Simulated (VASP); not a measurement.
# TiAl (Pmma) in VASP: single point with PBE

Aim: the single point of TiAl with PBE.

All numbers are computed with VASP 6.6.1; they aren't measurements. Logs are shortened: lines on timing, memory, paths and dates and some standing lists are left out, and cuts for length are marked.

### 1 The cell of the first run

The structure is orthorhombic, space group Pmma (No. 51). The conventional cell has a = 4.629 Å, b = 2.866 Å, c = 4.892 Å, α = 90.00°, β = 90.00°, γ = 90.00°. Ti (site symmetry mm2) has 4 Ti at 2.80 to 2.87 Å and 8 Al at 2.83 to 2.86 Å within 3.7 Å. Al (site symmetry mm2) has 4 Al at 2.80 to 2.87 Å and 8 Ti at 2.83 to 2.86 Å within 3.7 Å.

### 2 Single point, PBE

Contents of INCAR:

```
PREC     = Accurate       # precision mode
ENCUT    = 520            # plane-wave cutoff, eV
EDIFF    = 1E-6           # SCF threshold, eV
ISMEAR   = 0              # smearing method
SIGMA    = 0.1            # smearing width, eV
LREAL    = F              # projectors in reciprocal space
LASPH    = T              # aspherical terms in the spheres
NELM     = 80             # most SCF steps
ALGO     = Fast           # electronic algorithm
ISIF     = 2              # what is computed and relaxed
LWAVE    = F              # write WAVECAR
LCHARG   = F              # write CHGCAR
GGA      = PE             # functional
NBANDS   = 23             # bands
```

Contents of KPOINTS:

```
Automatic mesh
0
Gamma
  10 16 10
```

Contents of POSCAR:

```
TiAl
1.0
    4.6288307024      0.0000000000      0.0000000000
    0.0000000000      2.8661781508      0.0000000000
    0.0000000000      0.0000000000      4.8917615555
Ti Al
2 2
Direct
    0.2500000000      0.5000000000      0.6608759814
    0.7500000000      0.5000000000      0.3391240186
    0.7500000000      0.0000000000      0.8386065055
    0.2500000000      0.0000000000      0.1613934945
```

Potentials or basis: VASP PAW PBE potentials, release 64 (Ti_sv, Al).

Launch:

```console
cat potpaw_PBE.64/Ti_sv/POTCAR potpaw_PBE.64/Al/POTCAR > POTCAR
mpirun -np 1 vasp_std > vasp.out
```

OUTCAR:

```text
PREC = Accurate
   ENCUT = 520
   EDIFF = 1E-6
   ISMEAR = 0
   LREAL = F
   LASPH = T
   NELM = 80
   ISIF = 2
   GGA = PE

 ion  position               nearest neighbor table
   1  0.250  0.500  0.661-   2 2.80   2 2.80   4 2.83   4 2.83   4 2.84   4 2.84   3 2.86   3 2.86
                             3 2.86   3 2.86
   2  0.750  0.500  0.339-   1 2.80   1 2.80   3 2.83   3 2.83   3 2.84   3 2.84   4 2.86   4 2.86
                             4 2.86   4 2.86
   3  0.750  0.000  0.839-   4 2.80   4 2.80   2 2.83   2 2.83   2 2.84   2 2.84   1 2.86   1 2.86
                             1 2.86   1 2.86
   4  0.250  0.000  0.161-   3 2.80   3 2.80   1 2.83   1 2.83   1 2.84   1 2.84   2 2.86   2 2.86
                             2 2.86   2 2.86

  LATTYP: Found a simple orthorhombic cell.
 ALAT       =     2.8661781508
 B/A-ratio  =     1.6149835980
 C/A-ratio  =     1.7067192959

  Lattice vectors:

 A1 = (   0.0000000000,  -2.8661781508,   0.0000000000)
 A2 = (   4.6288307024,   0.0000000000,   0.0000000000)
 A3 = (   0.0000000000,   0.0000000000,   4.8917615555)

Analysis of symmetry for initial positions (statically):
=====================================================================
 Subroutine PRICEL returns:
 Original cell was already a primitive cell.

 Routine SETGRP: Setting up the symmetry group for a
 simple orthorhombic supercell.

 Subroutine GETGRP returns: Found  8 space group operations
 (whereof  4 operations were pure point group operations)
 out of a pool of  8 trial point group operations.

The static configuration has the point symmetry C_2h.
 The point group associated with its full space group is D_2h.

Analysis of symmetry for dynamics (positions and initial velocities):
=====================================================================
 Subroutine PRICEL returns:
 Original cell was already a primitive cell.

 Routine SETGRP: Setting up the symmetry group for a
 simple orthorhombic supercell.

 Subroutine GETGRP returns: Found  8 space group operations
 (whereof  4 operations were pure point group operations)
 out of a pool of  8 trial point group operations.

The dynamic configuration has the point symmetry C_2h.
 The point group associated with its full space group is D_2h.

 Subroutine INISYM returns: Found  8 space group operations
 (whereof  4 operations are pure point group operations),
 and found     1 'primitive' translations

----------------------------------------------------------------------------------------

                                     Primitive cell

  volume of cell :      64.8993

  direct lattice vectors                    reciprocal lattice vectors
     4.628830702  0.000000000  0.000000000     0.216037281  0.000000000  0.000000000
     0.000000000  2.866178151  0.000000000     0.000000000  0.348896666  0.000000000
     0.000000000  0.000000000  4.891761555     0.000000000  0.000000000  0.204425336

  length of vectors
     4.628830702  2.866178151  4.891761555     0.216037281  0.348896666  0.204425336

  position of ions in fractional coordinates (direct lattice)
     0.250000000  0.500000000  0.660875981
     0.750000000  0.500000000  0.339124019
     0.750000000  0.000000000  0.838606506
     0.250000000  0.000000000  0.161393494

  ion indices of the primitive-cell ions
   primitive index   ion index
                 1           1
                 2           2
                 3           3
                 4           4

----------------------------------------------------------------------------------------

 KPOINTS: Automatic mesh

Automatic generation of k-mesh.
 Grid dimensions read from file:
 generate k-points for:   10   16   10

 Generating k-lattice:

  Cartesian coordinates                     Fractional coordinates (reciprocal lattice)
     0.021603728  0.000000000  0.000000000     0.100000000  0.000000000  0.000000000
     0.000000000  0.021806042  0.000000000     0.000000000  0.062500000  0.000000000
     0.000000000  0.000000000  0.020442534     0.000000000  0.000000000  0.100000000

  Length of vectors
     0.021603728  0.021806042  0.020442534

  Shift w.r.t. Gamma in fractional coordinates (k-lattice)
     0.000000000  0.000000000  0.000000000

 Subroutine IBZKPT returns following result:
 ===========================================

 Found    324 irreducible k-points:

 Following reciprocal coordinates:
            Coordinates               Weight
  0.000000  0.000000  0.000000      1.000000
  0.100000  0.000000  0.000000      2.000000
  0.200000  0.000000  0.000000      2.000000
  0.300000  0.000000  0.000000      2.000000
  0.400000  0.000000  0.000000      2.000000
  0.500000  0.000000  0.000000      1.000000
[... 16 lines left out ...]
  0.400000  0.187500  0.000000      4.000000
  0.500000  0.187500  0.000000      2.000000
 [... further k-points ...]
   k-points           NKPTS =    324   k-points in BZ     NKDIM =    324   number of bands    NBANDS=     23
   number of dos      NEDOS =    301   number of ions     NIONS =      4
   total plane-waves  NPLWV =  31104
   dimension x,y,z NGX =    36 NGY =   24 NGZ =   36
   dimension x,y,z NGXF=    72 NGYF=   48 NGZF=   72
   ions per type =               2   2
   NGX,Y,Z   is equivalent  to a cutoff of  12.93, 13.92, 12.23 a.u.
   NGXF,Y,Z  is equivalent  to a cutoff of  25.86, 27.84, 24.47 a.u.
 SYSTEM =  unknown system
   PREC   = accura    normal or accurate (medium, high low for compatibility)
   ISTART =      0    job   : 0-new  1-cont  2-samecut
   ICHARG =      2    charge: 1-file 2-atom 10-const
   ISPIN  =      1    spin polarized calculation?
   LNONCOLLINEAR =      F non collinear calculations
   LSORBIT =      F    spin-orbit coupling
   LASPH  =      T    aspherical Exc in radial PAW
   ENCUT  =  520.0 eV  38.22 Ry    6.18 a.u.   8.61  5.33  9.10*2*pi/ulx,y,z
   NELM   =     80;   NELMIN=  2; NELMDL= -5     # of ELM steps
   EDIFF  = 0.1E-05   stopping-criterion for ELM
   LREAL  =      F    real-space projection
   EDIFFG = 0.1E-04   stopping-criterion for IOM
   NSW    =      0    number of steps for IOM
   IBRION =     -1    ionic relax: 0-MD 1-quasi-New 2-CG
   NFREE  =      0    steps in history (QN), initial steepest desc. (CG)
   ISIF   =      2    stress and relaxation
   ISYM   =      2    0-nonsym 1-usesym 2-fastsym
   POTIM  = 0.5000    time-step for ionic-motion
   TEBEG  =    0.0;   TEEND  =   0.0 temperature during run
   PSTRESS=    0.0 pullay stress
   NELECT =      30.0000    total number of electrons
   NUPDOWN=      -1.0000    fix difference up-down
   EMIN   =  10.00;   EMAX   =-10.00  energy-range for DOS
   EFERMI =   0.00;   METHOD = LEGACY
   ISMEAR =     0;   SIGMA  =   0.10  broadening in eV -4-tet -1-fermi 0-gaus
   EFERMI_NEDOS =   21; number of points for ismear=-14 and -15
   IALGO  =     68    algorithm
   IMIX   =      4    mixing-type and parameters
     AMIX     =   0.40;   BMIX     =  1.00
     AMIX_MAG =   1.60;   BMIX_MAG =  1.00
  volume/ion in A,a.u.               =      16.22       109.49
  Fermi-wavevector in a.u.,A,eV,Ry     =   1.265810  2.392035 21.800288  1.602276
  Thomas-Fermi vector in A             =   2.399044
   LORBIT       =      0    0 simple, 1 ext, 2 COOP (PROOUT), +10 PAW based schemes
   GGA     = PE    functional components
   LHFCALC =     F    Hartree Fock is set to
   AEXX    =    0.0000 exact exchange contribution
   IVDW    =     0    specifies the selected vdW correction
   LEPSILON=     F    determine dielectric tensor
   LRPA    =     F    only Hartree local field effects (RPA)
 non-spin polarized calculation
 RMM-DIIS sequential band-by-band and
 Gauss-broadening in eV      SIGMA  =   0.10
  energy-cutoff  :      520.00
  volume of cell :       64.90
 maximum number of plane-waves:      1772
 NGX is ok and might be reduce to    36
   NGX = 17   NGY = 11   NGZ = 19

 number of electron      29.9999997 magnetization

 Free energy of the ion-electron system (eV)
  ---------------------------------------------------
  ext. energy  EPLUGINS =         0.00000000
  ---------------------------------------------------
  free energy    TOTEN  =       -24.62195191 eV

  energy without entropy =      -24.60293218  energy(sigma->0) =      -24.61244204

 E-fermi :   8.3754     XC(G=0): -11.0364

 val. band max:        8.3743820332   @ k =   0.0000   0.4375   0.0000
 cond. band min:       8.3760237648   @ k =   0.5000   0.3750   0.4000
 fundamental gap:      0.0016417316
 Fermi energy:         8.3753762473

 k-point     1 :       0.0000    0.0000    0.0000
  band No.  band energies     occupation
      1     -48.2869      2.00000
      2     -48.2219      2.00000
      3     -24.7091      2.00000
      4     -24.6676      2.00000
      5     -24.5409      2.00000
      6     -24.3760      2.00000
[... 15 lines left out ...]
     22      11.2307      0.00000
     23      11.9805      0.00000

 k-point     2 :       0.1000    0.0000    0.0000
  band No.  band energies     occupation
      1     -48.2853      2.00000
      2     -48.2235      2.00000
      3     -24.7109      2.00000
      4     -24.6701      2.00000
      5     -24.5342      2.00000
      6     -24.3788      2.00000
[... 15 lines left out ...]
     22      11.2024      0.00000
     23      12.0737      0.00000

 k-point     3 :       0.2000    0.0000    0.0000
  band No.  band energies     occupation
      1     -48.2807      2.00000
      2     -48.2281      2.00000
      3     -24.7144      2.00000
      4     -24.6770      2.00000
      5     -24.5166      2.00000
      6     -24.3871      2.00000
[... 15 lines left out ...]
     22      11.1333      0.00000
     23      12.3499      0.00000

 k-point     4 :       0.3000    0.0000    0.0000
  band No.  band energies     occupation
      1     -48.2735      2.00000
      2     -48.2353      2.00000
      3     -24.7162      2.00000
      4     -24.6869      2.00000
      5     -24.4926      2.00000
      6     -24.4007      2.00000
[... 15 lines left out ...]
     22      11.0555      0.00000
     23      12.7177      0.00000

 k-point     5 :       0.4000    0.0000    0.0000
  band No.  band energies     occupation
      1     -48.2644      2.00000
      2     -48.2444      2.00000
      3     -24.7141      2.00000
      4     -24.6979      2.00000
      5     -24.4665      2.00000
      6     -24.4190      2.00000
[... 15 lines left out ...]
     22      10.9920      0.00000
     23      13.0658      0.00000

 k-point     6 :       0.5000    0.0000    0.0000
  band No.  band energies     occupation
      1     -48.2544      2.00000
      2     -48.2544      2.00000
      3     -24.7076      2.00000
      4     -24.7076      2.00000
      5     -24.4414      2.00000
      6     -24.4414      2.00000
[... 15 lines left out ...]
     22      10.9438      0.00000
     23      13.3070      0.00000

 k-point     7 :       0.0000    0.0625    0.0000
  band No.  band energies     occupation
      1     -48.2850      2.00000
      2     -48.2202      2.00000
      3     -24.7070      2.00000
      4     -24.6657      2.00000
      5     -24.5391      2.00000
      6     -24.3744      2.00000
[... 353 lines left out ...]
     22      11.3732      0.00000
     23      12.2211      0.00000

 k-point    21 :       0.2000    0.1875    0.0000
  band No.  band energies     occupation
      1     -48.2657      2.00000
      2     -48.2137      2.00000
      3     -24.6975      2.00000
      4     -24.6611      2.00000
      5     -24.5029      2.00000
      6     -24.3885      2.00000
[... 15 lines left out ...]
     22      11.4383      0.00000
     23      12.7021      0.00000

 k-point    22 :       0.3000    0.1875    0.0000
  band No.  band energies     occupation
      1     -48.2586      2.00000
      2     -48.2208      2.00000
      3     -24.6993      2.00000
      4     -24.6708      2.00000
      5     -24.4792      2.00000
      6     -24.3899      2.00000
[... 15 lines left out ...]
     22      11.3828      0.00000
     23      13.0885      0.00000

 k-point    23 :       0.4000    0.1875    0.0000
  band No.  band energies     occupation
      1     -48.2497      2.00000
      2     -48.2298      2.00000
      3     -24.6973      2.00000
      4     -24.6816      2.00000
      5     -24.4534      2.00000
      6     -24.4067      2.00000
[... 15 lines left out ...]
     22      11.2260      0.00000
     23      13.2060      0.00000

 k-point    24 :       0.5000    0.1875    0.0000
  band No.  band energies     occupation
      1     -48.2397      2.00000
      2     -48.2397      2.00000
      3     -24.6910      2.00000
      4     -24.6910      2.00000
      5     -24.4286      2.00000
      6     -24.4286      2.00000
[... 15 lines left out ...]
     22      11.0147      0.00000
     23      13.3538      0.00000

 [... further k-points ...]

------------------------ aborting loop because EDIFF is reached ----------------------------------------

  FORCE on cell =-STRESS in cart. coord.  units (eV):
  Direction    XX          YY          ZZ          XY          YZ          ZX
  --------------------------------------------------------------------------------------
  -------------------------------------------------------------------------------------
  Total       -0.0252408     -0.0159883     -0.0109697      0.0000000      0.0000000      0.0000000
  in kB       -0.6231229     -0.3947059     -0.2708114      0.0000000      0.0000000      0.0000000
  external PRESSURE =      -0.4295467 kB  Pullay stress =       0.0000000 kB

 VOLUME and BASIS-vectors are now :
 -----------------------------------------------------------------------------
  energy-cutoff  :      520.00
  volume of cell :       64.90
      direct lattice vectors                 reciprocal lattice vectors
     4.628830702  0.000000000  0.000000000     0.216037281  0.000000000  0.000000000
     0.000000000  2.866178151  0.000000000     0.000000000  0.348896666  0.000000000
     0.000000000  0.000000000  4.891761555     0.000000000  0.000000000  0.204425336

 POSITION                                       TOTAL-FORCE (eV/Angst)
 -----------------------------------------------------------------------------------
      1.15721      1.43309      3.23285         0.000000      0.000000     -0.001181
      3.47162      1.43309      1.65891        -0.000000     -0.000000      0.001181
      3.47162      0.00000      4.10226        -0.000000     -0.000000      0.000600
      1.15721      0.00000      0.78950        -0.000000     -0.000000     -0.000600
 -----------------------------------------------------------------------------------
    total drift:                                0.000000     -0.000000     -0.000000

  FREE ENERGIE OF THE ION-ELECTRON SYSTEM (eV)
  ---------------------------------------------------
  free  energy   TOTEN  =       -24.6219519057 eV

  energy  without entropy=      -24.6029321799  energy(sigma->0) =      -24.61244204
```

It took 24 min on 1 thread of Oxide Virtual Turin-like, shared host; peak memory 0.46 GiB.

Results:

```
Free energy            : -24.6220 eV
Pressure               : 0.0 GPa
Band gap on the k mesh : zero (bands 15 and 16 overlap by 0.73 eV)
```
